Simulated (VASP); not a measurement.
# Zn3F (P-6m2) in VASP: a series of runs

The runs below take Zn3F through relaxation of cell and atoms, single point, with PBE.

All numbers are computed with VASP 6.6.1; they aren't measurements. Logs are shortened: lines on timing, memory, paths and dates and some standing lists are left out, and cuts for length are marked.

## 1. The cell of the first run

It takes space group P-6m2 (No. 187, hexagonal). Conventional cell: a = 2.786 Å, b = 2.786 Å, c = 8.394 Å, α = 90.00°, β = 90.00°, γ = 120.00°. Zn (site symmetry -6m2) has 12 Zn at 2.76 to 2.79 Å within 3.6 Å. Within 3.3 Å of Zn (site symmetry 3m) lie 3 F at 2.53 Å and 9 Zn at 2.76 to 2.79 Å. Within 3.3 Å of F (site symmetry -6m2) lie 6 Zn at 2.53 Å and 6 F at 2.79 Å.

The cell was built from a structure type or drawn by symmetry, and may not be a known phase.

## 2. Relaxation of cell and atoms, PBE

INCAR

```
PREC     = Accurate       # precision mode
ENCUT    = 600            # plane-wave cutoff, eV
EDIFF    = 1E-7           # SCF threshold, eV
ISMEAR   = 0              # smearing method
SIGMA    = 0.1            # smearing width, eV
LREAL    = F              # projectors in reciprocal space
LASPH    = T              # aspherical terms in the spheres
NELM     = 100            # most SCF steps
ALGO     = Normal         # electronic algorithm
ISIF     = 3              # what is computed and relaxed
LWAVE    = F              # write WAVECAR
LCHARG   = F              # write CHGCAR
GGA      = PE             # functional
IBRION   = 2              # ionic algorithm
NSW      = 90             # ionic steps
EDIFFG   = -0.04          # ionic threshold
```

KPOINTS

```
Automatic mesh
0
Gamma
  6 6 2
```

POSCAR

```
Zn3F
1.0
    2.7859536900      0.0000000000      0.0000000000
   -1.3929768500      2.4127066700      0.0000000000
    0.0000000000      0.0000000000      8.3941974500
Zn F
3 1
Direct
    0.0000000000      0.0000000000      0.0000000000
    0.6666666700      0.3333333300      0.7329089000
    0.6666666700      0.3333333300      0.2670911000
    0.0000000000      0.0000000000      0.5000000000
```

Potentials or basis: VASP PAW PBE potentials, release 64 (Zn, F).

On the command line:

```
$ cat potpaw_PBE.64/Zn/POTCAR potpaw_PBE.64/F/POTCAR > POTCAR
$ mpirun -np 1 vasp_std > vasp.out
```

OUTCAR:

```text
PREC = Accurate
   ENCUT = 600
   EDIFF = 1E-7
   ISMEAR = 0
   LREAL = F
   LASPH = T
   NELM = 100
   ISIF = 3
   GGA = PE
   IBRION = 2
   NSW = 90
   EDIFFG = -0.04

 ion  position               nearest neighbor table
   1  0.000  0.000  0.000-   2 2.76   3 2.76   2 2.76   3 2.76   2 2.76   3 2.76
   2  0.667  0.333  0.733-   1 2.76   1 2.76   1 2.76
   3  0.667  0.333  0.267-   1 2.76   1 2.76   1 2.76
   4  0.000  0.000  0.500-

  LATTYP: Found a hexagonal cell.
 ALAT       =     2.7859536900
 C/A-ratio  =     3.0130427078

  Lattice vectors:

 A1 = (   2.7859536900,   0.0000000000,   0.0000000000)
 A2 = (  -1.3929768500,   2.4127066700,   0.0000000000)
 A3 = (   0.0000000000,   0.0000000000,   8.3941974500)

Analysis of symmetry for initial positions (statically):
=====================================================================
 Subroutine PRICEL returns:
 Original cell was already a primitive cell.

 Routine SETGRP: Setting up the symmetry group for a
 hexagonal supercell.

 Subroutine GETGRP returns: Found 12 space group operations
 (whereof 12 operations were pure point group operations)
 out of a pool of 24 trial point group operations.

The static configuration has the point symmetry D_3h.

Analysis of symmetry for dynamics (positions and initial velocities):
=====================================================================
 Subroutine PRICEL returns:
 Original cell was already a primitive cell.

 Routine SETGRP: Setting up the symmetry group for a
 hexagonal supercell.

 Subroutine GETGRP returns: Found 12 space group operations
 (whereof 12 operations were pure point group operations)
 out of a pool of 24 trial point group operations.

The dynamic configuration has the point symmetry D_3h.

 Subroutine INISYM returns: Found 12 space group operations
 (whereof 12 operations are pure point group operations),
 and found     1 'primitive' translations

----------------------------------------------------------------------------------------

                                     Primitive cell

  volume of cell :      56.4232

  direct lattice vectors                    reciprocal lattice vectors
     2.785953690  0.000000000  0.000000000     0.358943511  0.207236134  0.000000000
    -1.392976850  2.412706670  0.000000000     0.000000000  0.414472266  0.000000000
     0.000000000  0.000000000  8.394197450     0.000000000  0.000000000  0.119129912

  length of vectors
[... 78 lines left out ...]
   NSW    =     90    number of steps for IOM
   IBRION =      2    ionic relax: 0-MD 1-quasi-New 2-CG
   NFREE  =      1    steps in history (QN), initial steepest desc. (CG)
   ISIF   =      3    stress and relaxation
   ISYM   =      2    0-nonsym 1-usesym 2-fastsym
   POTIM  = 0.5000    time-step for ionic-motion
   TEBEG  =    0.0;   TEEND  =   0.0 temperature during run
   PSTRESS=    0.0 pullay stress
   NELECT =      43.0000    total number of electrons
   NUPDOWN=      -1.0000    fix difference up-down
   EMIN   =  10.00;   EMAX   =-10.00  energy-range for DOS
   EFERMI =   0.00;   METHOD = LEGACY
   ISMEAR =     0;   SIGMA  =   0.10  broadening in eV -4-tet -1-fermi 0-gaus
   EFERMI_NEDOS =   21; number of points for ismear=-14 and -15
   IALGO  =     38    algorithm
   IMIX   =      4    mixing-type and parameters
     AMIX     =   0.40;   BMIX     =  1.00
     AMIX_MAG =   1.60;   BMIX_MAG =  1.00
  volume/ion in A,a.u.               =      14.11        95.19
  Fermi-wavevector in a.u.,A,eV,Ry     =   1.495358  2.825816 30.423918  2.236095
  Thomas-Fermi vector in A             =   2.607513
   LORBIT       =      0    0 simple, 1 ext, 2 COOP (PROOUT), +10 PAW based schemes
   GGA     = PE    functional components
   LHFCALC =     F    Hartree Fock is set to
   AEXX    =    0.0000 exact exchange contribution
   IVDW    =     0    specifies the selected vdW correction
   LEPSILON=     F    determine dielectric tensor
   LRPA    =     F    only Hartree local field effects (RPA)
 conjugate gradient relaxation of ions
 non-spin polarized calculation
 Gauss-broadening in eV      SIGMA  =   0.10
  energy-cutoff  :      600.00
  volume of cell :       56.42
 maximum number of plane-waves:      1953
 NGX is ok and might be reduce to    24
   NGX = 11   NGY = 11   NGZ = 33

--------------------------------------- Ionic step        1  -------------------------------------------

 number of electron      42.9999997 magnetization

 Free energy of the ion-electron system (eV)
  ---------------------------------------------------
  ext. energy  EPLUGINS =         0.00000000
  ---------------------------------------------------
  free energy    TOTEN  =        -7.25926953 eV

  energy without entropy =       -7.25182119  energy(sigma->0) =       -7.25554536

------------------------ aborting loop because EDIFF is reached ----------------------------------------

  FORCE on cell =-STRESS in cart. coord.  units (eV):
  Direction    XX          YY          ZZ          XY          YZ          ZX
  --------------------------------------------------------------------------------------
  -------------------------------------------------------------------------------------
  Total       -0.4144651     -0.4144651     -1.1461514      0.0000000      0.0000000      0.0000000
  in kB      -11.7690388    -11.7690388    -32.5458003      0.0000000      0.0000000      0.0000000
  external PRESSURE =     -18.6946259 kB  Pullay stress =       0.0000000 kB
[... 95 lines left out ...]
  FREE ENERGIE OF THE ION-ELECTRON SYSTEM (eV)
  ---------------------------------------------------
  free  energy   TOTEN  =        -7.4274574783 eV

  energy  without entropy=       -7.4239142630  energy(sigma->0) =       -7.42568587

[... ionic steps 4 to 7 ...]

--------------------------------------- Ionic step        8  -------------------------------------------

 number of electron      43.0000002 magnetization

------------------------ aborting loop because EDIFF is reached ----------------------------------------
[... 71 lines left out ...]
--------------------------------------- Ionic step       10  -------------------------------------------

 number of electron      43.0000003 magnetization

 Free energy of the ion-electron system (eV)
  ---------------------------------------------------
  ext. energy  EPLUGINS =         0.00000000
  ---------------------------------------------------
  free energy    TOTEN  =        -7.60542904 eV

  energy without entropy =       -7.60328651  energy(sigma->0) =       -7.60435777

 E-fermi :   2.6532     XC(G=0): -11.1878

 val. band max:        2.6227136718   @ k =   0.5000   0.0000   0.0000
 cond. band min:       3.0959170573   @ k =   0.3333   0.3333   0.5000
 fundamental gap:      0.4732033855
 Fermi energy:         2.6531706912

 k-point     1 :       0.0000    0.0000    0.0000
  band No.  band energies     occupation
      1     -21.1563      2.00000
      2      -6.7345      2.00000
      3      -6.5025      2.00000
      4      -5.6775      2.00000
      5      -5.1255      2.00000
      6      -5.1255      2.00000
[... 412 lines left out ...]
  FREE ENERGIE OF THE ION-ELECTRON SYSTEM (eV)
  ---------------------------------------------------
  free  energy   TOTEN  =        -7.6054290400 eV

  energy  without entropy=       -7.6032865077  energy(sigma->0) =       -7.60435777

 reached required accuracy - stopping structural energy minimisation
```

CONTCAR:

```text
Zn3F
   1.00000000000000
     2.7080584164301018    0.0000000001590625    0.0000000000000000
    -1.3540292129374989    2.3452473841166368   -0.0000000000000000
     0.0000000000000000   -0.0000000000000000    8.8767150658052998
  Zn              F
     3     1
Direct
     0.0000000000000000    0.0000000000000000    1.0000000000000000
     0.6666666699999979    0.3333333300000021    0.7039257087254652
     0.6666666699999979    0.3333333300000021    0.2960742912745348
     0.0000000000000000    0.0000000000000000    0.5000000000000000

  0.00000000E+00  0.00000000E+00  0.00000000E+00
  0.00000000E+00  0.00000000E+00  0.00000000E+00
  0.00000000E+00  0.00000000E+00  0.00000000E+00
  0.00000000E+00  0.00000000E+00  0.00000000E+00
```

Wall time 2.4 min (1 thread of AMD EPYC 9R45 (Zen 5), shared host); peak memory 0.17 GiB.

What came out:

```yaml
Free_energy: -7.6054 eV
Relaxed_volume: 14.09 Å³/atom
Relaxed_cell: a = 2.708 Å, b = 2.708 Å, c = 8.877 Å, α = 90.00°, β = 90.00°, γ = 120.00°
Space_group_after_relaxing_to_0.1_Å: P-6m2 (No. 187)
Energy_gained_by_relaxing: 86.5 meV/atom
Ionic_steps: 10
Pressure_after_relaxing: 0.1 GPa
Largest_force_after_relaxing: 0.021 eV/Å
Band_gap_on_the_k_mesh: zero (an odd number of electrons rules out a gap without spin polarisation)
```

Forces on the atoms (eV/Å):
```
Zn   0.000  0.000  0.000
Zn   0.000  0.000  0.021
Zn   0.000  0.000 -0.021
F    0.000  0.000  0.000
```

Step by step:
```
step  energy change (eV)  largest force (eV/Å)  pressure (GPa)  volume (Å³)
   1              0.0000                1.1843           -1.87        56.42
   2             -0.1228                0.8212            0.12        55.09
   3             -0.1682                0.2536            3.24        53.59
   4             -0.2442                0.0220            1.38        55.15
   5             -0.3041                0.3542           -0.17        57.49
   6             -0.3336                0.0969           -1.21        57.79
   7             -0.3365                0.1582           -1.02        57.73
   8             -0.3432                0.1429            0.17        56.57
   9             -0.3435                0.1388            0.42        56.33
  10             -0.3462                0.0211            0.05        56.38
```

Final structure:
```
Zn F
1.0
     2.70806    0.00000    0.00000
    -1.35403    2.34525    0.00000
     0.00000    0.00000    8.87672
Zn F
3 1
Direct
  0.00000 0.00000 0.00000
  0.66667 0.33333 0.70393
  0.66667 0.33333 0.29607
  0.00000 0.00000 0.50000
```

Levels at points of the mesh, in eV from the Fermi level:
| k point | band 20 | band 21 | band 22 | band 23 | band 24 | band 25 |
| --- | --- | --- | --- | --- | --- | --- |
| (0.00, 0.00, 0.00) | -4.26 | -3.34 | -3.34 | 1.65 | 3.46 | 10.05 |
| (0.50, 0.00, 0.00) | -2.08 | -1.46 | -0.03 | 0.71 | 1.74 | 2.95 |
| (0.00, 0.00, 0.50) | -3.34 | -3.34 | -2.14 | -0.56 | 6.00 | 7.46 |
| (0.50, 0.00, 0.50) | -2.13 | -1.02 | -0.66 | 1.02 | 1.50 | 3.28 |

Caveat: the k points lie up to 0.45 Å⁻¹ apart in the final cell, too coarse for converged energies and pressures of a metal; an odd number of electrons without spin polarisation forces a metal; a magnetic or distorted state may lie lower.

## 3. Single point, PBE, collinear spin

INCAR

```
ALGO = Normal
EDIFF = 1E-6
ENCUT = 520
GGA = PE
ISIF = 2
ISMEAR = 0
ISPIN = 2
LASPH = T
LCHARG = T
LELF = T
LORBIT = 11
LREAL = F
LVHAR = T
LWAVE = F
MAGMOM = 0 0 0 1
NBANDS = 34
NELM = 150
PREC = Accurate
SIGMA = 0.1
```

KPOINTS

```
k-points
0
Gamma
  6 6 2
```

POSCAR is that of step 2.

Potentials or basis: VASP PAW PBE potentials, release 64 (Zn, F).

On the command line:

```
$ cat potpaw_PBE.64/Zn/POTCAR potpaw_PBE.64/F/POTCAR > POTCAR
$ mpirun -np 1 vasp_std > vasp.out
```

It took 40 s on 1 thread of AMD EPYC 9R45 (Zen 5), shared host; peak memory 0.19 GiB.

It converged, with:

```yaml
Free_energy: -7.2584 eV
Pressure: -1.9 GPa
Largest_force: 1.184 eV/Å
Net_moment: 0.00 μB per cell
Valence_electrons_inside_the_program's_atomic_spheres: Zn 10.75, 10.64 (each value once); F 6.02
```

Forces on the atoms (eV/Å):
```
Zn   0.000  0.000  0.000
Zn   0.000  0.000 -1.184
Zn   0.000  0.000  1.184
F    0.000  0.000  0.000
```

Stress tensor (GPa, compression positive):
```
-1.23  0.00  0.00
 0.00 -1.23  0.00
 0.00  0.00 -3.29
```

Levels at points of the mesh, in eV from the Fermi level:
Spin up:
```csv
k point,band 18,band 19,band 20,band 21,band 22,band 23,band 24,band 25,band 26,band 27
"(0.00, 0.00, 0.00)",-6.91,-4.40,-3.21,-2.31,-2.31,2.52,5.28,13.24,13.97,15.23
"(0.50, 0.00, 0.00)",-4.32,-2.81,-2.75,-2.28,-0.33,0.25,2.68,3.46,6.70,8.53
"(0.00, 0.00, 0.50)",-6.83,-5.95,-2.31,-2.31,-0.86,0.18,7.50,9.92,15.24,15.24
"(0.50, 0.00, 0.50)",-4.40,-2.87,-2.75,-1.76,-1.07,0.67,2.27,3.94,6.56,8.34
```
Spin down:
| k point | band 20 | band 21 | band 22 | band 23 | band 24 | band 25 |
| --- | --- | --- | --- | --- | --- | --- |
| (0.00, 0.00, 0.00) | -3.21 | -2.31 | -2.31 | 2.52 | 5.28 | 13.24 |
| (0.50, 0.00, 0.00) | -2.75 | -2.28 | -0.33 | 0.25 | 2.68 | 3.46 |
| (0.00, 0.00, 0.50) | -2.31 | -2.31 | -0.86 | 0.18 | 7.50 | 9.92 |
| (0.50, 0.00, 0.50) | -2.75 | -1.76 | -1.07 | 0.67 | 2.27 | 3.94 |

Caveat: the k points lie up to 0.43 Å⁻¹ apart; forces of over 1 eV/Å act on the atoms, so gaps and moduli don't describe the material at rest.

## 4. Single point, PBE, collinear spin

This run uses another cell than the first one, of 14.07 Å³/atom.

INCAR

```
PREC = Accurate
ENCUT = 520
EDIFF = 1E-6
ISMEAR = 0
SIGMA = 0.1
LREAL = F
LASPH = T
NELM = 150
ALGO = Normal
ISIF = 2
LWAVE = F
LCHARG = F
ISPIN = 2
MAGMOM = 0 0 0 1
LORBIT = 11
GGA = PE
NBANDS = 34
```

KPOINTS

```
Automatic mesh
0
Gamma
  6 6 2
```

POSCAR

```
Zn3F
1.0
    2.7117108640      0.0000000000      0.0000000000
   -1.3558554320      2.3484104959      0.0000000000
    0.0000000000      0.0000000000      8.8381726238
Zn F
3 1
Direct
    0.0000000000      0.0000000000      0.0000000000
    0.6666666667      0.3333333333      0.7044007035
    0.6666666667      0.3333333333      0.2955992965
    0.0000000000      0.0000000000      0.5000000000
```

On the command line:

```
$ cat potpaw_PBE.64/Zn/POTCAR potpaw_PBE.64/F/POTCAR > POTCAR
$ mpirun -np 1 vasp_std > vasp.out
```

It took 34 s on 1 thread of AMD EPYC 9R45 (Zen 5), shared host; peak memory 0.17 GiB.

It converged, with:

- Free energy: -7.6038 eV
- Pressure: 0.2 GPa
- Largest force: 0.014 eV/Å
- Net moment: 0.00 μB per cell
- Valence electrons inside the program's atomic spheres: Zn 10.70, 10.66 (each value once); F 6.06

Forces on the atoms (eV/Å):
```
Zn   0.000  0.000  0.000
Zn   0.000  0.000  0.014
Zn   0.000  0.000 -0.014
F    0.000  0.000  0.000
```

Stress tensor (GPa, compression positive):
```
0.05 0.00 0.00
0.00 0.05 0.00
0.00 0.00 0.45
```

Levels at points of the mesh, in eV from the Fermi level:
Spin up:
```csv
k point,band 20,band 21,band 22,band 23,band 24,band 25
"(0.00, 0.00, 0.00)",-4.21,-3.35,-3.35,1.71,3.52,10.20
"(0.50, 0.00, 0.00)",-2.11,-1.48,-0.03,0.69,1.77,2.98
"(0.00, 0.00, 0.50)",-3.35,-3.35,-2.08,-0.52,6.08,7.55
"(0.50, 0.00, 0.50)",-2.15,-1.05,-0.66,1.01,1.53,3.32
```
Spin down:
| k point | band 20 | band 21 | band 22 | band 23 | band 24 | band 25 |
| --- | --- | --- | --- | --- | --- | --- |
| (0.00, 0.00, 0.00) | -4.21 | -3.35 | -3.35 | 1.71 | 3.52 | 10.20 |
| (0.50, 0.00, 0.00) | -2.11 | -1.48 | -0.03 | 0.69 | 1.77 | 2.98 |
| (0.00, 0.00, 0.50) | -3.35 | -3.35 | -2.08 | -0.52 | 6.08 | 7.55 |
| (0.50, 0.00, 0.50) | -2.15 | -1.05 | -0.66 | 1.01 | 1.53 | 3.32 |

Caveat: the k points lie up to 0.45 Å⁻¹ apart.

## 5. Single point, PBE

This run uses another cell than the first one, of 13.94 Å³/atom.

INCAR

```
PREC = Accurate
ENCUT = 520
EDIFF = 1E-7
ISMEAR = 0
SIGMA = 0.1
LREAL = False
LASPH = True
NELM = 60
ALGO = Normal
ISIF = 2
LWAVE = False
LCHARG = True
GGA = PE
LELF = True
LVHAR = True
NBANDS = 30
```

KPOINTS

```
Automatic mesh
0
Gamma
  18 18 6
```

POSCAR

```
Zn3F
1.0
    2.7734190398      0.0000000000      0.0000000000
   -1.3867095199      2.4018513438      0.0000000000
    0.0000000000      0.0000000000      8.3689278434
Zn F
3 1
Direct
    0.0000000000      0.0000000000      0.0000000000
    0.6666666667      0.3333333333      0.7144428494
    0.6666666667      0.3333333333      0.2855571506
    0.0000000000      0.0000000000      0.5000000000
```

On the command line:

```
$ cat potpaw_PBE.64/Zn/POTCAR potpaw_PBE.64/F/POTCAR > POTCAR
$ mpirun -np 1 vasp_std > vasp.out
```

It took 3.2 min on 1 thread of AMD EPYC 9R45 (Zen 5), shared host; peak memory 0.29 GiB.

Results (log left out):

| Quantity | Value |
| --- | --- |
| Free energy | -7.4886 eV |
| Pressure | 0.1 GPa |
| Largest force | 0.012 eV/Å |
| Band gap on the k mesh | zero (an odd number of electrons rules out a gap without spin polarisation) |

Forces on the atoms (eV/Å):
```
Zn   0.000  0.000  0.000
Zn   0.000  0.000  0.012
Zn   0.000  0.000 -0.012
F    0.000  0.000  0.000
```

Levels at points of the mesh, in eV from the Fermi level:
```csv
k point,band 20,band 21,band 22,band 23,band 24,band 25
"(0.00, 0.00, 0.00)",-3.53,-3.53,-3.41,2.57,4.58,12.45
"(0.50, 0.00, 0.00)",-2.20,-1.74,-0.03,0.51,2.49,3.39
"(0.00, 0.00, 0.50)",-3.53,-3.53,-1.16,0.07,7.30,8.99
"(0.50, 0.00, 0.50)",-2.29,-1.27,-0.73,0.92,2.09,3.94
```

Caveat: an odd number of electrons without spin polarisation forces a metal; a magnetic or distorted state may lie lower.

## 6. The runs side by side

| task | spin | cell | k mesh | cutoff (eV) | gap on the mesh (eV) | pressure (GPa) | moment (μB) | largest force (eV/Å) |
| --- | --- | --- | --- | --- | --- | --- | --- | --- |
| relaxation of cell and atoms | off | relaxed from a = 2.786, b = 2.786, c = 8.394 Å, angles 90.0, 90.0, 120.0°, 4 atoms, atomic positions A | 6 × 6 × 2 | 600 | none | 0.1 | - | 0.02 |
| single point | collinear | a = 2.786, b = 2.786, c = 8.394 Å, angles 90.0, 90.0, 120.0°, 4 atoms, atomic positions A | 6 × 6 × 2 | 520 | none | -1.9 | 0.00 | 1.18 |
| single point | collinear | a = 2.712, b = 2.712, c = 8.838 Å, angles 90.0, 90.0, 120.0°, 4 atoms, atomic positions B | 6 × 6 × 2 | 520 | none | 0.2 | 0.00 | 0.01 |
| single point | off | a = 2.773, b = 2.773, c = 8.369 Å, angles 90.0, 90.0, 120.0°, 4 atoms, atomic positions C | 18 × 18 × 6 | 520 | none | 0.1 | - | 0.01 |

Alike in all rows: level PBE; potentials or basis VASP PAW PBE potentials, release 64 (Zn, F); smearing gaussian 0.1 eV.

Caveats: some runs use coarse meshes; an odd number of electrons without spin polarisation forces a metal (at least some runs); a magnetic or distorted state may lie lower (at least some runs); forces of over 1 eV/Å act on the atoms, so gaps and moduli don't describe the material at rest (at least some runs).

Absolute energies hang on the potentials; compare differences alone.
